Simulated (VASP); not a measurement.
Write the native input for VASP 6.6.1 that does the following.

| Item | Value |
| --- | --- |
| Task | single point |
| Functional | PBE |
| Potentials or basis | VASP PAW PBE potentials, release 64 (Al, O) |
| Cutoff | 520 eV |
| k mesh | 5 × 5 × 1 |
| Occupations | gaussian, width 0.1 eV |
| Spin | collinear spin, ferromagnetic start |
| Starting moments | [0.0, 0.0, 0.0, 0.0, 0.0, 0.0, 0.0, 0.0, 0.0, 0.0, 0.0, 0.0, 2.0] μB |
| Dipole correction | yes |
| Further INCAR settings | ALGO = Normal; EDIFF = 1e-06; NBANDS = 37 |

The structure of Al12O lies in POSCAR:

```
Al12O
1.0
    5.7143028096      0.0000000000      0.0000000000
    0.0000000000      5.7143028096      0.0000000000
    0.0000000000      0.0000000000     21.1750228481
Al O
12 1
Direct
    0.2500000000      0.2500000000      0.1889018033
    0.2500000000      0.7500000000      0.1889018033
    0.7500000000      0.2500000000      0.1889018033
    0.7500000000      0.7500000000      0.1889018033
    0.0000000000      0.0000000000      0.2873686073
    0.0000000000      0.5000000000      0.2873686073
    0.5000000000      0.0000000000      0.2873686073
    0.5000000000      0.5000000000      0.2873686073
    0.2500000000      0.2500000000      0.3860691394
    0.2500000000      0.7500000000      0.3860691394
    0.7500000000      0.2500000000      0.3860691394
    0.7500000000      0.7500000000      0.3860691394
    0.2500000000      0.2500000000      0.5574975259
```

One way to write it, as run:

INCAR

```
SYSTEM = Al12O
ALGO = Normal ; DIPOL = 0.5 0.5 0.308
EDIFF = 1E-6 ; ENCUT = 520
GGA = PE ; IDIPOL = 3
ISIF = 2 ; ISMEAR = 0
ISPIN = 2 ; LASPH = .True.
LCHARG = .True. ; LDIPOL = .True.
LELF = .True. ; LORBIT = 11
LREAL = .False. ; LVACPOTAV = .True.
LVHAR = .True. ; LWAVE = .False.
MAGMOM = 0 0 0 0 0 0 0 0 0 0 0 0 2 ; NBANDS = 37
NELM = 150 ; PREC = Accurate
SIGMA = 0.1
```

KPOINTS

```
k-points
0
Gamma
  5 5 1
  0 0 0
```

Potentials or basis: VASP PAW PBE potentials, release 64 (Al, O).

Run with:

```console
$ cat potpaw_PBE.64/Al/POTCAR potpaw_PBE.64/O/POTCAR > POTCAR
$ mpirun -np 1 vasp_std > vasp.out
```

Results of the run:

```yaml
Largest_force: 0.272 eV/Å
Net_moment: 1.85 μB per cell
Site_moments: Al +0.00; O +1.37 μB
Valence_electrons_inside_the_program's_atomic_spheres: Al 0.76, 0.75; O 4.60
```

Run time: 9.5 min on 1 thread of Oxide Virtual Turin-like Processor, with other jobs on the host, peak memory 0.88 GiB.
